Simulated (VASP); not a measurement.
The system is P.

```
P
1.0
     1.65820   -5.24200    0.00000
     1.65820    5.24200    0.00000
     0.00000    0.00000    4.37930
P
4
Cartesian
  1.6582 -4.1766 0.3533
  1.6582 -1.0654 2.5430
  1.6582 4.1766 4.0260
  1.6582 1.0654 1.8363
```

* Program: VASP 6.6.1
* Task: relaxation of cell and atoms
* Functional: PBE
* Dispersion: D3(BJ)
* Potentials or basis: VASP PAW PBE potentials, release 64 (P)
* Cutoff: 600 eV
* k mesh: 12 × 12 × 10
* Occupations: gaussian, width 0.05 eV
* Spin: no spin polarisation

At the start: pressure -1.4 GPa; volume 19.03 Å³/atom.

Where does the relaxation end?

Over 15 steps the energy falls by 8.2 meV/atom and the volume is 17.67 Å³/atom (-7.2 %); space group Cmce (No. 64, to 0.1 Å) before and after.

The path:
| step | energy change (eV) | largest force (eV/Å) | pressure (GPa) | volume (Å³) |
| --- | --- | --- | --- | --- |
| 1 | 0.0000 | 0.0754 | -1.43 | 76.13 |
| 2 | -0.0086 | 0.2287 | 0.40 | 74.27 |
| 3 | -0.0088 | 0.2053 | 0.14 | 74.52 |
| 4 | -0.0157 | 0.1089 | 0.02 | 73.88 |
| 5 | -0.0196 | 0.0986 | -0.19 | 72.81 |
| 6 | -0.0246 | 0.0848 | -0.15 | 72.24 |
| 7 | -0.0317 | 0.0486 | 0.04 | 70.69 |
| 8 | -0.0320 | 0.0429 | 0.10 | 70.31 |
| 9 | -0.0326 | 0.0112 | 0.05 | 70.55 |
| 10 | -0.0326 | 0.0058 | 0.03 | 70.66 |
| 11 | -0.0326 | 0.0030 | -0.03 | 70.69 |
| 12 | -0.0326 | 0.0026 | -0.02 | 70.69 |
| 13 | -0.0326 | 0.0012 | -0.02 | 70.68 |
| 14 | -0.0326 | 0.0031 | 0.00 | 70.66 |
| 15 | -0.0326 | 0.0018 | 0.00 | 70.67 |

Final structure:
```xyz
4
Lattice="1.6580 -5.1003 0.0000 1.6580 5.1003 0.0000 0.0000 0.0000 4.1784" Properties=species:S:1:pos:R:3 pbc="T T T"
P     1.6580   -4.0192    0.3045
P     1.6580   -1.0811    2.3937
P     1.6580    4.0192    3.8739
P     1.6580    1.0811    1.7847
```
